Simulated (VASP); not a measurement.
Wanted: the native input for a VASP 6.6.1 run.

```
Task                   : single point
Functional             : PBEsol
Potentials or basis    : VASP PAW PBE potentials, release 64 (Si, Ni)
Cutoff                 : 520 eV
k mesh                 : 10 × 10 × 10
Occupations            : gaussian, width 0.15 eV
Spin                   : no spin polarisation
Dipole correction      : no
Further INCAR settings : ALGO = Normal; EDIFF = 1e-06; NBANDS = 38
```

The structure of SiNi lies in POSCAR:

```
SiNi
1.0
    4.1105388466      0.0000000000      0.0000000000
    0.0000000000      4.1105388466      0.0000000000
    0.0000000000      0.0000000000      4.1105388466
Si Ni
4 4
Direct
    0.8464645187      0.8464645187      0.8464645187
    0.6535354813      0.1535354813      0.3464645187
    0.3464645187      0.6535354813      0.1535354813
    0.1535354813      0.3464645187      0.6535354813
    0.1489904732      0.1489904732      0.1489904732
    0.3510095268      0.8510095268      0.6489904732
    0.6489904732      0.3510095268      0.8510095268
    0.8510095268      0.6489904732      0.3510095268
```

This cell differs from its parent crystal: strain -0.080 along x and y, -0.080 along z.

One way to write it, as run:

INCAR

```
SYSTEM = SiNi
PREC = Accurate ; ENCUT = 520
EDIFF = 1E-6 ; ISMEAR = 0
SIGMA = 0.15 ; LREAL = .False.
LASPH = .True. ; NELM = 60
ALGO = Normal ; ISIF = 2
LWAVE = .False. ; LCHARG = .False.
GGA = PS ; NBANDS = 38
```

KPOINTS

```
regular mesh
0
Gamma
  10 10 10
  0 0 0
```

Potentials or basis: VASP PAW PBE potentials, release 64 (Si, Ni).

Run with:

```console
$ cat potpaw_PBE.64/Si/POTCAR potpaw_PBE.64/Ni/POTCAR > POTCAR
$ mpirun -np 1 vasp_std > vasp.out
```

Results of the run:

```
Pressure               : 90.1 GPa
Largest force          : 0.316 eV/Å
Band gap on the k mesh : zero (bands 28 and 29 overlap by 1.56 eV)
```

Caveat: the cell differs from its parent crystal (strain -0.080 along x and y, -0.080 along z); the cell stands under pressure; the PAW data sets were made with another functional, which shifts forces and pressure a little.

Run time: 71 s on 1 thread of Intel(R) Xeon(R) 6975P-C (Granite Rapids), on a shared host, peak memory 0.27 GiB.
